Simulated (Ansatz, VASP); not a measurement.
One calculation of MnS, two programs

```
Mn S
1.0
     0.00000    2.60450    2.60450
     2.60450    0.00000    2.60450
     2.60450    2.60450    0.00000
Mn S
1 1
Direct
  0.00000 0.00000 0.00000
  0.50000 0.50000 0.50000
```

Alike in both runs: task relaxation of cell and atoms; functional LDA; k mesh 9 × 9 × 9; occupations fermi-dirac, width 0.05 eV; collinear spin; Hubbard terms Mn d U = 8.0 eV.

|  | VASP | Ansatz |
| --- | --- | --- |
| version | VASP 6.6.1 | Ansatz 0.2.0 |
| potentials or method | VASP PAW LDA potentials, release 64 (Mn_pv, S) | Ansatz PAW |
| plane-wave cutoff (eV) | 600 | 420 |
| valence electrons in the cell | 19 | 21 |

```csv
,VASP,Ansatz,Ansatz less VASP
"gap on the k mesh at the Fermi level, each at its own relaxed structure (eV)",1.49,1.11,-0.380
net moment per atom (μB),2.50,2.50,0.000
size of the moment on the site where the two differ most (μB),4.68,4.58,-0.104
relaxed volume (Å³/atom),17.67,18.03,+0.365
relaxed length of the cell vector where the two differ most in proportion (Å),3.683,3.709,+0.0252
```

LDA's correlation is that of Perdew and Zunger in VASP and of Perdew and Wang (1992) in Ansatz. Site moments also hang on the region over which each program counts them. The programs project onto different local orbitals, so the same U acts differently, and such runs can settle in different states. VASP's potentials hold 19 valence electrons a cell and Ansatz's 21, so a difference there can come from the potentials and not from the codes.

Noted on VASP's run: the relaxation stopped at its first step, so nothing moved. Noted on Ansatz's run: the magnetic or orbital state may not be the lowest; odd divisions of the mesh miss points on the zone boundary, where band edges often lie, so the gap on the mesh can be too wide; the plane-wave basis is chosen anew once the cell has moved, so the energies of steps on either side of that aren't comparable.
